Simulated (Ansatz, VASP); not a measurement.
# MnAs in VASP and in Ansatz

```
CELL_PARAMETERS angstrom
0.00000 2.84032 2.84032
2.84032 0.00000 2.84032
2.84032 2.84032 0.00000
ATOMIC_POSITIONS crystal
Mn 0.00000 0.00000 0.00000
As 0.75000 0.75000 0.75000
```

Alike in both runs: functional PBE; k mesh 6 × 6 × 6; occupations gaussian, width 0.1 eV; collinear spin.

Ansatz relaxed the structure, and its values are those at the end. VASP's run is a single point on that final structure, the one shown.

```csv
,VASP,Ansatz
version,VASP 6.6.1,Ansatz 0.2.0
potentials or method,"VASP PAW PBE potentials, release 64 (Mn_pv, As), cutoff 500 eV","scalar-relativistic, plane waves, PAW"
valence electrons in the cell,18,30
```

|  | VASP | Ansatz | Ansatz less VASP |
| --- | --- | --- | --- |
| gap on the k mesh at the Fermi level (eV) | none | none | - |
| pressure (GPa) | 0.0 | 0.0 | -0.03 |
| net moment per atom (μB) | 1.90 | 1.91 | +0.005 |
| size of the moment on the site where the two differ most (μB) | 3.71 | 3.59 | -0.118 |

Site moments also hang on the region over which each program counts them. A gap of «none» marks a metal or a gap that the smearing closes. With one functional, cell and mesh, what is left measures potentials, basis and numerics. VASP's potentials hold 18 valence electrons a cell and Ansatz's 30, so a difference there can come from the potentials and not from the codes. Ansatz's warnings: cell relax basis refresh.
